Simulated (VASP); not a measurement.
The system is CdSiSb2.

```
Cd Sb Si
1.0
     4.40026    0.00000    0.00000
     0.00000    4.40026    0.00000
     0.00000    0.00000    6.49875
Cd Sb Si
1 2 1
Direct
  0.00000 0.00000 0.00000
  0.00000 0.50000 0.26733
  0.50000 0.00000 0.73267
  0.50000 0.50000 0.50000
```

```yaml
Program: VASP 6.6.1
Task: relaxation of cell and atoms
Functional: PBEsol
Potentials_or_basis: VASP PAW PBE potentials, release 64 (Cd, Sb, Si)
Cutoff: 600 eV
k_mesh: 6 × 6 × 4
Occupations: fermi-dirac, width 0.02 eV
Spin: no spin polarisation
```

At the start: pressure -2.0 GPa; volume 31.46 Å³/atom.

How do energy, volume and symmetry change on relaxing?

Over 9 steps the energy falls by 9.6 meV/atom and the volume is 30.08 Å³/atom (-4.4 %); space group P-4m2 (No. 115, to 0.1 Å) before and after.

Step by step:
```
step  energy change (eV)  largest force (eV/Å)  pressure (GPa)  volume (Å³)
   1              0.0000                0.1056           -2.03       125.83
   2             -0.0339                0.0911            0.70       118.72
   3             -0.0371                0.0969            0.02       120.27
   4             -0.0378                0.0531            0.02       120.28
   5             -0.0382                0.0046            0.01       120.29
   6             -0.0382                0.0027           -0.01       120.34
   7             -0.0382                0.0005           -0.04       120.40
   8             -0.0382                0.0017            0.03       120.25
   9             -0.0383                0.0007            0.01       120.33
```

Final structure:
```
Cd Sb Si
1.0
     4.34425    0.00000    0.00000
     0.00000    4.34425    0.00000
     0.00000    0.00000    6.37574
Cd Sb Si
1 2 1
Cartesian
  0.0000 0.0000 0.0000
  0.0000 2.1721 1.6900
  2.1721 0.0000 4.6857
  2.1721 2.1721 3.1879
```

Caveat: the PAW data sets were made with another functional, which shifts forces and pressure a little.
